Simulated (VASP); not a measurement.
# NbAl7N8 in VASP: notebook, part 2 of 2

VASP 6.6.1.

**3. Single point, PBEsol, collinear spin**

Contents of INCAR:

```
SYSTEM = NbAl7N8
ALGO = Normal ; EDIFF = 1E-7
ENCUT = 520 ; GGA = PS
ISIF = 2 ; ISMEAR = 0
ISPIN = 2 ; LASPH = .TRUE.
LCHARG = .FALSE. ; LMAXMIX = 4
LORBIT = 11 ; LREAL = Auto
LWAVE = .FALSE. ; MAGMOM = 2 0 0 0 0 0 0 0 0 0 0 0 0 0 0 0
NBANDS = 55 ; NELM = 150
PREC = Accurate ; SIGMA = 0.05
```

Contents of KPOINTS:

```
k-points
0
G
  3 3 4
  0 0 0
```

Contents of POSCAR:

```
NbAl7N8
1.0
    6.2200009000      0.0000000000      0.0000000000
   -3.1100004000      5.3866788000      0.0000000000
    0.0000000000      0.0000000000      4.9800000000
Nb Al N
1 7 8
Direct
    0.3338417743      0.1666276143      0.9651237301
    0.3342406972      0.6668325378      0.0049829633
    0.8337097530      0.1663245265      0.0050034951
    0.8336936286      0.6668201850      0.0050110067
    0.1637037653      0.3368497293      0.4970635264
    0.1636873568      0.8262611323      0.4970751282
    0.6742438362      0.3368391606      0.4970901299
    0.6672381422      0.8333371740      0.5015561599
    0.3338759008      0.1666459026      0.4321118678
    0.3365163943      0.6679721355      0.3802378052
    0.8325784308      0.1640550719      0.3802522820
    0.8325734744      0.6679534474      0.3802579307
    0.1519303112      0.3486090891      0.8740846827
    0.1519190416      0.8027449092      0.8741002976
    0.6977341548      0.3485889324      0.8741258016
    0.6672264891      0.8333369640      0.8824691579
```

Potentials or basis: VASP PAW PBE potentials, release 64 (Nb_sv, Al, N).

Command:

```console
$ cat potpaw_PBE.64/Nb_sv/POTCAR potpaw_PBE.64/Al/POTCAR potpaw_PBE.64/N/POTCAR > POTCAR
$ mpirun -np 1 vasp_std > vasp.out
```

OUTCAR:

```text
SYSTEM = NbAl7N8
   EDIFF = 1E-7
   ENCUT = 520
   GGA = PS
   ISIF = 2
   ISMEAR = 0
   ISPIN = 2
   LASPH = .TRUE.
   LORBIT = 11
   LREAL = Auto
   NELM = 150
   PREC = Accurate

 ion  position               nearest neighbor table
   1  0.334  0.167  0.965-  14 2.01  15 2.01  13 2.01   9 2.33   6 2.97   5 2.97   7 2.97   4 3.12
                             3 3.12   2 3.12   2 3.12   3 3.12   4 3.12
   2  0.334  0.667  0.005-  13 1.84  14 1.84  10 1.87  16 1.89   5 3.03   6 3.03   8 3.05   8 3.08
                             6 3.09   5 3.09   4 3.11   3 3.11   3 3.11   4 3.11   1 3.12   1 3.12
   3  0.834  0.166  0.005-  13 1.84  15 1.84  11 1.87  16 1.89   5 3.03   7 3.03   8 3.05   8 3.08
                             7 3.09   5 3.09   2 3.11   4 3.11   4 3.11   2 3.11   1 3.12   1 3.12
   4  0.834  0.667  0.005-  15 1.84  14 1.84  12 1.87  16 1.89   6 3.03   7 3.03   8 3.05   8 3.08
                             7 3.09   6 3.09   2 3.11   3 3.11   3 3.11   2 3.11   1 3.12   1 3.12
   5  0.164  0.337  0.497-   9 1.86  11 1.88  10 1.88  13 1.88   1 2.97   3 3.03   2 3.03   6 3.04
                             7 3.04   2 3.09   3 3.09   8 3.11   8 3.11   7 3.18   6 3.18
   6  0.164  0.826  0.497-   9 1.86  12 1.88  10 1.88  14 1.88   1 2.97   4 3.03   2 3.03   5 3.04
                             7 3.04   2 3.09   4 3.09   8 3.11   8 3.11   7 3.18   5 3.18
   7  0.674  0.337  0.497-   9 1.86  12 1.88  11 1.88  15 1.88   1 2.97   4 3.03   3 3.03   6 3.04
                             5 3.04   3 3.09   4 3.09   8 3.11   8 3.11   5 3.18   6 3.18
   8  0.667  0.833  0.502-  12 1.88  11 1.88  10 1.88  16 1.90   4 3.05   3 3.05   2 3.05   2 3.08
                             4 3.08   3 3.08   6 3.11   5 3.11   7 3.11   7 3.11   5 3.11   6 3.11
   9  0.334  0.167  0.432-   7 1.86   5 1.86   6 1.86   1 2.33
  10  0.337  0.668  0.380-   2 1.87   6 1.88   5 1.88   8 1.88
  11  0.833  0.164  0.380-   3 1.87   5 1.88   7 1.88   8 1.88
  12  0.833  0.668  0.380-   4 1.87   6 1.88   7 1.88   8 1.88
  13  0.152  0.349  0.874-   2 1.84   3 1.84   5 1.88   1 2.01
  14  0.152  0.803  0.874-   4 1.84   2 1.84   6 1.88   1 2.01
  15  0.698  0.349  0.874-   4 1.84   3 1.84   7 1.88   1 2.01
  16  0.667  0.833  0.882-   2 1.89   4 1.89   3 1.89   8 1.90

  LATTYP: Found a hexagonal cell.
 ALAT       =     6.2200009000
 C/A-ratio  =     0.8006429710

  Lattice vectors:

 A1 = (   6.2200009000,   0.0000000000,   0.0000000000)
 A2 = (  -3.1100004000,   5.3866788000,   0.0000000000)
 A3 = (   0.0000000000,   0.0000000000,   4.9800000000)

Analysis of symmetry for initial positions (statically):
=====================================================================
 Subroutine PRICEL returns:
 Original cell was already a primitive cell.

 Routine SETGRP: Setting up the symmetry group for a
 hexagonal supercell.

 Subroutine GETGRP returns: Found  1 space group operations
 (whereof  1 operations were pure point group operations)
 out of a pool of 24 trial point group operations.

The static configuration has the point symmetry C_1 .

Analysis of symmetry for dynamics (positions and initial velocities):
=====================================================================
 Subroutine PRICEL returns:
 Original cell was already a primitive cell.

 Routine SETGRP: Setting up the symmetry group for a
 hexagonal supercell.

 Subroutine GETGRP returns: Found  1 space group operations
 (whereof  1 operations were pure point group operations)
 out of a pool of 24 trial point group operations.

The dynamic configuration has the point symmetry C_1 .

Analysis of structural, dynamic, and magnetic symmetry:
=====================================================================
 Subroutine PRICEL returns:
 Original cell was already a primitive cell.

 Routine SETGRP: Setting up the symmetry group for a
 hexagonal supercell.
[... 149 lines left out ...]
  Fermi-wavevector in a.u.,A,eV,Ry     =   1.248452  2.359232 21.206474  1.558632
  Thomas-Fermi vector in A             =   2.382538
   LORBIT       =     11    0 simple, 1 ext, 2 COOP (PROOUT), +10 PAW based schemes
   GGA     = PS    functional components
   LHFCALC =     F    Hartree Fock is set to
   AEXX    =    0.0000 exact exchange contribution
   IVDW    =     0    specifies the selected vdW correction
   LEPSILON=     F    determine dielectric tensor
   LRPA    =     F    only Hartree local field effects (RPA)
 spin polarized calculation
 Gauss-broadening in eV      SIGMA  =   0.05
  energy-cutoff  :      520.00
  volume of cell :      166.86
 maximum number of plane-waves:      4554
 NGX is ok and might be reduce to    48
   NGX = 23   NGY = 23   NGZ = 19

 number of electron      73.9999996 magnetization       1.8889211

 Free energy of the ion-electron system (eV)
  ---------------------------------------------------
  ext. energy  EPLUGINS =         0.00000000
  ---------------------------------------------------
  free energy    TOTEN  =      -127.81614618 eV

  energy without entropy =     -127.81595067  energy(sigma->0) =     -127.81604842

 E-fermi :  10.1495     XC(G=0): -11.4056

 val. band max:       10.0613748452   @ k =   0.3333   0.0000   0.5000
 cond. band min:      10.2229211315   @ k =   0.3333   0.3333   0.5000
 fundamental gap:      0.1615462863
 Fermi energy:        10.1494832573

 spin component 1

 k-point     1 :       0.0000    0.0000    0.0000
  band No.  band energies     occupation
      1     -46.1168      1.00000
      2     -22.5437      1.00000
      3     -22.5437      1.00000
      4     -22.3068      1.00000
      5      -8.5990      1.00000
      6      -6.6502      1.00000
[... 977 lines left out ...]
     48      14.3249      0.00000
     49      15.0612      0.00000
 Fermi energy:        10.1494832573

 spin component 2

 k-point     1 :       0.0000    0.0000    0.0000
  band No.  band energies     occupation
      1     -45.3779      1.00000
      2     -21.8237      1.00000
      3     -21.8237      1.00000
      4     -21.2656      1.00000
      5      -8.5491      1.00000
      6      -6.6111      1.00000
[... 977 lines left out ...]
     48      14.4738      0.00000
     49      15.2579      0.00000
 [bands above 49 left out]

------------------------ aborting loop because EDIFF is reached ----------------------------------------

  FORCE on cell =-STRESS in cart. coord.  units (eV):
  Direction    XX          YY          ZZ          XY          YZ          ZX
  --------------------------------------------------------------------------------------
  -------------------------------------------------------------------------------------
  Total       12.5436798     12.5437271      6.1547766     -0.0000281      0.0003491      0.0004625
  in kB      120.4466350    120.4470889     59.0992545     -0.0002694      0.0033525      0.0044407
  external PRESSURE =      99.9976595 kB  Pullay stress =       0.0000000 kB

 VOLUME and BASIS-vectors are now :
 -----------------------------------------------------------------------------
  energy-cutoff  :      520.00
  volume of cell :      166.86
      direct lattice vectors                 reciprocal lattice vectors
     6.220000900  0.000000000  0.000000000     0.160771681  0.092821572  0.000000000
    -3.110000400  5.386678800  0.000000000     0.000000000  0.185643146  0.000000000
     0.000000000  0.000000000  4.980000000     0.000000000  0.000000000  0.200803213

 POSITION                                       TOTAL-FORCE (eV/Angst)
 -----------------------------------------------------------------------------------
      1.55828      0.89757      4.80632         0.000475      0.001337     -0.245632
      0.00513      3.59201      0.02482         0.136785      0.079320      0.130840
      4.66841      0.89594      0.02492         0.001412     -0.159435      0.130332
      3.11176      3.59195      0.02495        -0.138611      0.078881      0.129789
     -0.02937      1.81450      2.47538         0.031317     -0.018644     -0.119546
     -1.55154      4.45080      2.47543         0.001213      0.037080     -0.120391
[... 8 lines left out ...]
      3.25580      1.87774      4.35315        -0.290469     -0.167796      0.061843
      1.55847      4.48892      4.39470        -0.000250      0.000180     -0.041163
 -----------------------------------------------------------------------------------
    total drift:                                0.001238     -0.004027      0.012372

  FREE ENERGIE OF THE ION-ELECTRON SYSTEM (eV)
  ---------------------------------------------------
  free  energy   TOTEN  =      -127.8161461785 eV

  energy  without entropy=     -127.8159506658  energy(sigma->0) =     -127.81604842

 total charge

# of ion       s       p       d       tot
------------------------------------------
    1        2.185   6.037   2.613  10.834
    2        0.375   0.469   0.000   0.844
    3        0.375   0.469   0.000   0.844
    4        0.375   0.469   0.000   0.844
    5        0.373   0.457   0.000   0.830
    6        0.373   0.457   0.000   0.830
[... 8 lines left out ...]
   15        1.235   2.648   0.000   3.883
   16        1.218   2.622   0.000   3.840
--------------------------------------------------
tot         14.598  30.344   2.613  47.555

 magnetization (x)

# of ion       s       p       d       tot
------------------------------------------
    1        0.009   0.012   1.104   1.125
    2        0.003   0.006   0.000   0.009
    3        0.003   0.006   0.000   0.009
    4        0.003   0.006   0.000   0.009
    5        0.005   0.005   0.000   0.010
    6        0.005   0.005   0.000   0.010
[... 8 lines left out ...]
   15       -0.000   0.019   0.000   0.018
   16        0.001   0.002   0.000   0.003
--------------------------------------------------
tot          0.036   0.127   1.104   1.266
```

Wall time 7 min (1 thread of AMD EPYC 9R45 (Zen 5), shared host); peak memory 0.46 GiB.

What came out:

```
Free energy                                           : -127.8161 eV
Pressure                                              : 10.0 GPa
Largest force                                         : 0.342 eV/Å
Net moment                                            : 1.89 μB per cell
Site moments                                          : Nb +1.12; Al +0.01, +0.00 (each value once); N +0.01, +0.02, +0.00 (each value once) μB
Valence electrons inside the program's atomic spheres : Nb 10.83; Al 0.84, 0.83, 0.82 (each value once); N 3.80, 3.86, 3.88, 3.84 (each value once)
```

Forces in eV/Å, atoms in the order of the input:
```
Nb   0.000  0.001 -0.246
Al   0.137  0.079  0.131
Al   0.001 -0.159  0.130
Al  -0.139  0.079  0.130
Al   0.031 -0.019 -0.120
Al   0.001  0.037 -0.120
Al  -0.031 -0.019 -0.121
Al  -0.002  0.000 -0.005
N   -0.001  0.000 -0.073
N   -0.039 -0.023  0.050
N    0.000  0.045  0.050
N    0.039 -0.022  0.049
N    0.292 -0.168  0.062
N    0.000  0.336  0.062
N   -0.290 -0.168  0.062
N    0.000  0.000 -0.041
```

Stress tensor (GPa, compression positive):
```
12.04  0.00  0.00
 0.00 12.04  0.00
 0.00  0.00  5.91
```

Caveat: the k points lie up to 0.39 Å⁻¹ apart; the PAW data sets were made with another functional, which shifts forces and pressure a little.

**4. Single point, PBEsol, collinear spin**

Contents of INCAR:

```
PREC = Accurate
ENCUT = 520
EDIFF = 1E-6
ISMEAR = 0
SIGMA = 0.05
LREAL = Auto
LASPH = True
NELM = 150
ALGO = Normal
ISIF = 2
LWAVE = False
LCHARG = False
ISPIN = 2
MAGMOM = 0.72 0.01 0.01 0.01 0.01 0.01 0.01 0 0.02 0.01 0.01 0.01 0.03 0.03 0.03 0
LORBIT = 11
LMAXMIX = 4
GGA = PS
NBANDS = 55
```

Contents of KPOINTS:

```
Automatic mesh
0
Gamma
  3 3 4
```

POSCAR is that of step 3.

Command:

```console
$ cat potpaw_PBE.64/Nb_sv/POTCAR potpaw_PBE.64/Al/POTCAR potpaw_PBE.64/N/POTCAR > POTCAR
$ mpirun -np 1 vasp_std > vasp.out
```

Run time: 11 min. Hardware: 1 thread of Intel Xeon Platinum 8259CL at 2.50GHz (Skylake/Cascade Lake), shared host; peak memory 0.49 GiB.

Results (log left out):

* Free energy: -127.8161 eV
* Pressure: 10.0 GPa
* Largest force: 0.342 eV/Å
* Net moment: 1.89 μB per cell
* Site moments: Nb +1.12; Al +0.01, +0.00 (each value once); N +0.01, +0.02, +0.00 (each value once) μB
* Valence electrons inside the program's atomic spheres: Nb 10.83; Al 0.84, 0.83, 0.82 (each value once); N 3.80, 3.86, 3.88, 3.84 (each value once)

Forces in eV/Å, atoms in the order of the input:
```
Nb   0.000  0.001 -0.245
Al   0.137  0.079  0.131
Al   0.001 -0.160  0.131
Al  -0.139  0.079  0.130
Al   0.031 -0.019 -0.120
Al   0.001  0.037 -0.121
Al  -0.031 -0.019 -0.121
Al  -0.002  0.000 -0.005
N   -0.001  0.000 -0.073
N   -0.039 -0.023  0.050
N    0.000  0.045  0.049
N    0.039 -0.022  0.049
N    0.292 -0.168  0.062
N    0.000  0.336  0.062
N   -0.290 -0.168  0.062
N    0.000  0.000 -0.041
```

Stress tensor (GPa, compression positive):
```
12.05  0.00  0.00
 0.00 12.05  0.00
 0.00  0.00  5.91
```

Levels at points of the mesh, in eV from the Fermi level:
Spin up:
```tsv
k point	band 36	band 37	band 38	band 39	band 40	band 41
(0.00, 0.00, 0.00)	-3.81	-0.53	-0.53	0.14	0.61	0.68
(0.00, 0.00, 0.50)	-4.20	-0.28	-0.28	0.51	0.52	1.39
```
Spin down:
| k point | band 32 | band 33 | band 34 | band 35 | band 36 | band 37 | band 38 | band 39 | band 40 | band 41 |
| --- | --- | --- | --- | --- | --- | --- | --- | --- | --- | --- |
| (0.00, 0.00, 0.00) | -4.38 | -4.38 | -4.01 | -4.01 | -3.74 | 0.43 | 0.44 | 0.49 | 0.91 | 1.05 |
| (0.00, 0.00, 0.50) | -4.76 | -4.54 | -4.54 | -4.15 | -4.15 | 0.64 | 0.64 | 1.08 | 1.08 | 1.60 |

Caveat: the k points lie up to 0.39 Å⁻¹ apart; the PAW data sets were made with another functional, which shifts forces and pressure a little.
